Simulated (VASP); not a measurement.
# Pd (Fm-3m) in VASP: further runs

Pd is run at these levels: LDA, r2SCAN+rVV10, PBE0; tasks: single point, relaxation of cell and atoms.

Everything below comes from runs of VASP 6.6.1. Logs are shortened: lines on timing, memory, paths and dates and some standing lists are left out, and cuts for length are marked.

## Step 1: The cell of the first run

Symmetry: Fm-3m, No. 225, cubic system. Conventional cell: a = 3.893 Å, b = 3.893 Å, c = 3.893 Å, α = 90.00°, β = 90.00°, γ = 90.00°. Within 3.6 Å of Pd (site symmetry m-3m) lie 12 Pd at 2.75 Å.

## Step 2: Single point, LDA, non-collinear spin, zero start, spin-orbit coupling

Input file INCAR:

```
ALGO = Fast ; EDIFF = 1E-7
ENCUT = 520 ; GGA = CA
GGA_COMPAT = F ; ISIF = 2
ISMEAR = -1 ; LASPH = T
LCHARG = F ; LMAXMIX = 4
LORBIT = 11 ; LORBMOM = T
LREAL = F ; LSORBIT = T
LWAVE = F ; MAGMOM = 0 0 0
NBANDS = 21 ; NELM = 150
PREC = Accurate ; SIGMA = 0.05
```

Input file KPOINTS:

```
k-points
0
Gamma
  12 12 12
```

Input file POSCAR:

```
Pd
1.0
    0.0000000000      1.9465000000      1.9465000000
    1.9465000000      0.0000000000      1.9465000000
    1.9465000000      1.9465000000      0.0000000000
Pd
1
Direct
    0.0000000000      0.0000000000      0.0000000000
```

Potentials or basis: VASP PAW LDA potentials, release 64 (Pd).

Started as:

```bash
> cat potpaw_LDA.64/Pd/POTCAR > POTCAR
> mpirun -np 1 vasp_ncl > vasp.out
```

OUTCAR:

```text
EDIFF = 1E-7
   ENCUT = 520
   GGA = CA
   ISIF = 2
   ISMEAR = -1
   LASPH = T
   LORBIT = 11
   LREAL = F
   LSORBIT = T
   NELM = 150
   PREC = Accurate

 ion  position               nearest neighbor table
   1  0.000  0.000  0.000-

  LATTYP: Found a face centered cubic cell.
 ALAT       =     3.8930000000

  Lattice vectors:

 A1 = (   0.0000000000,   1.9465000000,   1.9465000000)
 A2 = (   1.9465000000,   0.0000000000,   1.9465000000)
 A3 = (   1.9465000000,   1.9465000000,   0.0000000000)

Analysis of symmetry for initial positions (statically):
[... 25 lines left out ...]
The dynamic configuration has the point symmetry O_h .

Analysis of structural, dynamic, and magnetic symmetry:
=====================================================================
 Subroutine PRICEL returns:
[... 7 lines left out ...]
 out of a pool of 48 trial point group operations.

The overall configuration has the point symmetry O_h .

 Subroutine INISYM returns: Found 48 space group operations
[... 5 lines left out ...]
                                     Primitive cell

  volume of cell :      14.7500

  direct lattice vectors                    reciprocal lattice vectors
     0.000000000  1.946500000  1.946500000    -0.256871307  0.256871307  0.256871307
     1.946500000  0.000000000  1.946500000     0.256871307 -0.256871307  0.256871307
     1.946500000  1.946500000  0.000000000     0.256871307  0.256871307 -0.256871307

  length of vectors
     2.752766699  2.752766699  2.752766699     0.444914156  0.444914156  0.444914156

  position of ions in fractional coordinates (direct lattice)
     0.000000000  0.000000000  0.000000000

  ion indices of the primitive-cell ions
   primitive index   ion index
                 1           1

----------------------------------------------------------------------------------------

 KPOINTS: k-points

Automatic generation of k-mesh.
 Grid dimensions read from file:
 generate k-points for:   12   12   12

 Generating k-lattice:

  Cartesian coordinates                     Fractional coordinates (reciprocal lattice)
    -0.021405942  0.021405942  0.021405942     0.083333333  0.000000000  0.000000000
     0.021405942 -0.021405942  0.021405942     0.000000000  0.083333333  0.000000000
     0.021405942  0.021405942 -0.021405942     0.000000000  0.000000000  0.083333333

  Length of vectors
     0.037076180  0.037076180  0.037076180

  Shift w.r.t. Gamma in fractional coordinates (k-lattice)
     0.000000000  0.000000000  0.000000000

 Subroutine IBZKPT returns following result:
[... 99 lines left out ...]

 E-fermi :   9.5731     XC(G=0): -13.5197

 val. band max:        9.5638497463   @ k =  -0.4167   0.3333   0.0833
 cond. band min:       9.5735362411   @ k =  -0.3333   0.4167   0.0833
 fundamental gap:      0.0096864948
 Fermi energy:         9.5731442028

 k-point     1 :       0.0000    0.0000    0.0000
  band No.  band energies     occupation
      1       2.3552      1.00000
      2       2.3552      1.00000
      3       6.5806      1.00000
      4       6.5806      1.00000
      5       6.5806      1.00000
      6       6.5806      1.00000
[... 565 lines left out ...]
     20      29.3601      0.00000
     21      37.3736      0.00000

 [... further k-points ...]
[... 5 lines left out ...]
  --------------------------------------------------------------------------------------
  -------------------------------------------------------------------------------------
  Total       -0.7646696     -0.7646696     -0.7646696      0.0000000      0.0000000      0.0000000
  in kB      -83.0598547    -83.0598547    -83.0598547      0.0000000      0.0000000      0.0000000
  external PRESSURE =     -83.0598547 kB  Pullay stress =       0.0000000 kB

 VOLUME and BASIS-vectors are now :
 -----------------------------------------------------------------------------
  energy-cutoff  :      520.00
  volume of cell :       14.75
      direct lattice vectors                 reciprocal lattice vectors
     0.000000000  1.946500000  1.946500000    -0.256871307  0.256871307  0.256871307
     1.946500000  0.000000000  1.946500000     0.256871307 -0.256871307  0.256871307
     1.946500000  1.946500000  0.000000000     0.256871307  0.256871307 -0.256871307

 POSITION                                       TOTAL-FORCE (eV/Angst)
 -----------------------------------------------------------------------------------
      0.00000      0.00000      0.00000         0.000000     -0.000000      0.000000
 -----------------------------------------------------------------------------------
    total drift:                               -0.000000     -0.000000     -0.000000

  FREE ENERGIE OF THE ION-ELECTRON SYSTEM (eV)
  ---------------------------------------------------
  free  energy   TOTEN  =        -6.5372695121 eV

  energy  without entropy=       -6.5184667110  energy(sigma->0) =       -6.52786811

 orbital moment (x)

 # of ion     p       d       tot
 ----------------------------------------
  1         0.000   0.000   0.000
 ----------------------------------------
            0.000   0.000   0.000

 orbital moment (y)

 # of ion     p       d       tot
 ----------------------------------------
  1         0.000  -0.000  -0.000
 ----------------------------------------
            0.000  -0.000  -0.000

 orbital moment (z)

 # of ion     p       d       tot
 ----------------------------------------
  1         0.000   0.000   0.000
 ----------------------------------------
            0.000   0.000   0.000

 Spin-Orbit-Coupling matrix elements

 Ion:    1  E_soc:     -0.0868708
 l=   1
     0.0000000    -0.0026376    -0.0026376
    -0.0026376     0.0000000    -0.0026376
    -0.0026376    -0.0026376     0.0000000
 l=   2
     0.0000000    -0.0024027     0.0000000    -0.0024027    -0.0094382
    -0.0024027     0.0000000    -0.0070786    -0.0024027    -0.0023595
     0.0000000    -0.0070786     0.0000000    -0.0070786     0.0000000
    -0.0024027    -0.0024027    -0.0070786     0.0000000    -0.0023595
    -0.0094382    -0.0023595     0.0000000    -0.0023595     0.0000000
 l=   3
     0.0000000     0.0000000     0.0000000     0.0000000     0.0000000     0.0000000     0.0000000
     0.0000000     0.0000000     0.0000000     0.0000000     0.0000000     0.0000000     0.0000000
     0.0000000     0.0000000     0.0000000     0.0000000     0.0000000     0.0000000     0.0000000
     0.0000000     0.0000000     0.0000000     0.0000000     0.0000000     0.0000000     0.0000000
     0.0000000     0.0000000     0.0000000     0.0000000     0.0000000     0.0000000     0.0000000
     0.0000000     0.0000000     0.0000000     0.0000000     0.0000000     0.0000000     0.0000000
     0.0000000     0.0000000     0.0000000     0.0000000     0.0000000     0.0000000     0.0000000

 total charge

# of ion       s       p       d       tot
------------------------------------------
    1        0.495   0.489   8.452   9.435

 magnetization (x)

# of ion       s       p       d       tot
------------------------------------------
    1        0.000   0.000   0.000   0.000

 magnetization (y)

# of ion       s       p       d       tot
------------------------------------------
    1        0.000   0.000   0.000   0.000

 magnetization (z)

# of ion       s       p       d       tot
------------------------------------------
    1       -0.000   0.000   0.000  -0.000
```

OSZICAR:

```text
N       E                     dE             d eps       ncg     rms          rms(c)
DAV:   1     0.570820102295E+02    0.57082E+02   -0.48585E+03  3024   0.920E+02
DAV:   2    -0.552617075570E+01   -0.62608E+02   -0.58350E+02  3397   0.230E+02
DAV:   3    -0.687652324587E+01   -0.13504E+01   -0.13350E+01  3535   0.353E+01
DAV:   4    -0.688603405711E+01   -0.95108E-02   -0.95085E-02  3703   0.299E+00
DAV:   5    -0.688617977331E+01   -0.14572E-03   -0.14571E-03  3779   0.371E-01    0.826E+00
RMM:   6    -0.655650794451E+01    0.32967E+00   -0.49232E-01  3107   0.666E+00    0.388E+00
RMM:   7    -0.654251989247E+01    0.13988E-01   -0.82706E-03  3558   0.107E+00    0.206E+00
RMM:   8    -0.653725831713E+01    0.52616E-02   -0.15165E-03  3599   0.427E-01    0.419E-01
RMM:   9    -0.653726259891E+01   -0.42818E-05   -0.15453E-04  3943   0.919E-02    0.438E-02
RMM:  10    -0.653726805612E+01   -0.54572E-05   -0.34993E-05  4014   0.394E-02    0.228E-02
RMM:  11    -0.653726936210E+01   -0.13060E-05   -0.54706E-06  3917   0.192E-02    0.622E-03
RMM:  12    -0.653726948848E+01   -0.12638E-06   -0.13183E-06  3963   0.758E-03    0.288E-03
RMM:  13    -0.653726951212E+01   -0.23635E-07   -0.20951E-07  3379   0.300E-03
   1 F= -.65372695E+01 E0= -.65278681E+01  d E =-.188028E-01  mag=    -0.0000    -0.0000     0.0000
```

Run time: 90 s. Hardware: 1 thread of AMD EPYC 7R13, shared host; peak memory 0.14 GiB.

What came out:

```yaml
Free_energy: -6.5373 eV
Pressure: -8.3 GPa
Net_moment: 0.00 μB per cell
Valence_electrons_inside_the_program's_atomic_spheres: Pd 9.44
```

Moments on the atoms (μB; x, y, z):
```
Pd  0.00 0.00 0.00
```

[end of part 1 of 3]
